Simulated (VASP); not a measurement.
Here is a VASP 6.6.1 calculation.

Contents of INCAR:

```
  ALGO = Normal
  EDIFF = 1E-8
  ENCUT = 520
  ISIF = 2
  ISMEAR = -1
  LASPH = T
  LCHARG = F
  LEFG = T
  LREAL = F
  LWAVE = F
  NBANDS = 11
  NELM = 60
  PREC = Accurate
  SIGMA = 0.05
```

Contents of KPOINTS:

```
k-points
0
Gamma
  18 18 18
```

The input POSCAR:

```
Pd
1.0
    0.0000000000      1.9254510000      1.9449000000
    1.9254510000      0.0000000000      1.9449000000
    1.9254510000      1.9254510000      0.0000000000
Pd
1
Direct
    0.0000000000      0.0000000000      0.0000000000
```

Potentials or basis: VASP PAW LDA potentials, release 64 (Pd).

Command:

```sh
$ cat potpaw_LDA.64/Pd/POTCAR > POTCAR
$ mpirun -np 1 vasp_std > vasp.out
```

Problem. Estimate the band gap on the k mesh.

Solution. Zero (band 5 reaches 10.33 eV, above the bottom of band 6 at 8.68 eV).

Problem. Predict the pressure.

Solution. -3.9 GPa.

Stress tensor (GPa, compression positive):
```
-3.63  0.00  0.00
 0.00 -3.63  0.00
 0.00  0.00 -4.31
```

Caveat: the cell differs from its parent crystal (equal xx and yy strain of -1 %); without QUAD_EFG the Cq values of the log hold for a quadrupole moment of 1 mb, not for the nuclei.
